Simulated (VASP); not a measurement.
# Ti: single point with PBE

Ti:

```
Ti
1.0
     4.67070    0.00000    0.00000
    -2.33535    4.04494    0.00000
     0.00000    0.00000    2.49200
Ti
3
Direct
  0.00000 0.00000 0.00000
  0.33333 0.66667 0.50000
  0.66667 0.33333 0.50000
```

This isn't the form of Ti at room conditions, which is hcp.

| Quantity | Value |
| --- | --- |
| Program | VASP 6.6.1 |
| Task | single point |
| Functional | PBE |
| Potentials or basis | VASP PAW PBE potentials, release 64 (Ti_sv) |
| Cutoff | 520 eV |
| k mesh | 12 × 12 × 14 |
| Occupations | gaussian, width 0.15 eV |
| Spin | no spin polarisation |
| Dipole correction | no |
| Further INCAR settings | ALGO = Fast; EDIFF = 1e-06; NBANDS = 25 |

```json
{"Pressure": "11.8 GPa", "Band gap on the k mesh": "zero (bands 18 and 19 overlap by 1.02 eV)"}
```

Stress tensor (GPa, compression positive):
```
 9.22  0.00  0.00
 0.00  9.22  0.00
 0.00  0.00 16.87
```

Levels at points of the mesh, in eV from the Fermi level:
| k point | band 16 | band 17 | band 18 | band 19 | band 20 | band 21 |
| --- | --- | --- | --- | --- | --- | --- |
| (0.00, 0.00, 0.00) | -0.86 | -0.83 | -0.83 | -0.72 | -0.11 | 1.28 |
| (0.50, 0.00, 0.00) | -0.84 | -0.78 | -0.50 | -0.19 | -0.17 | 0.78 |
| (0.00, 0.00, 0.50) | -1.69 | -1.29 | -0.65 | 0.54 | 0.54 | 1.71 |
| (0.50, 0.00, 0.50) | -1.29 | -0.60 | 0.10 | 0.28 | 1.42 | 1.42 |

It took 11 min on 1 thread of Intel Xeon 8259CL, with other jobs on the host, peak memory 0.27 GiB.

Caveat: the stress differs along the axes, from 9 to 17 GPa.
